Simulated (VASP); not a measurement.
## P: single point with LDA

The system is P.

```
P
1.0
     0.00000    2.35284    2.35284
     2.35284    0.00000    2.35284
     2.35284    2.35284    0.00000
P
2
Direct
  0.87500 0.87500 0.87500
  0.12500 0.12500 0.12500
```

This cell differs from its parent crystal: volume scaled by 0.68.

```
Program             : VASP 6.6.1
Task                : single point
Functional          : LDA
Potentials or basis : VASP PAW LDA potentials, release 64 (P)
Cutoff              : 520 eV
k mesh              : 12 × 12 × 12
Occupations         : fermi-dirac, width 0.1 eV
Spin                : no spin polarisation
```

- Pressure: 46.8 GPa
- Band gap on the k mesh: zero (band 5 reaches 13.48 eV, above the bottom of band 6 at 9.10 eV)

Levels at points of the mesh, in eV from the Fermi level:
```tsv
k point	band 1	band 2	band 3	band 4	band 5	band 6	band 7	band 8	band 9	band 10
(0.00, 0.00, 0.00)	-19.28	-4.20	-4.20	-4.20	-0.52	-0.52	-0.52	1.51	6.17	6.17
(0.50, 0.00, 0.00)	-16.22	-12.88	-5.68	-5.68	-1.40	0.53	0.53	6.61	9.76	9.76
(0.50, 0.50, 0.00)	-13.89	-13.89	-7.73	-7.73	-2.71	-2.71	9.24	9.24	10.16	10.16
```

Wall time 14 s on 1 thread of Intel(R) Xeon(R) Platinum 8488C (Sapphire Rapids) (shared host), peak memory 0.14 GiB.
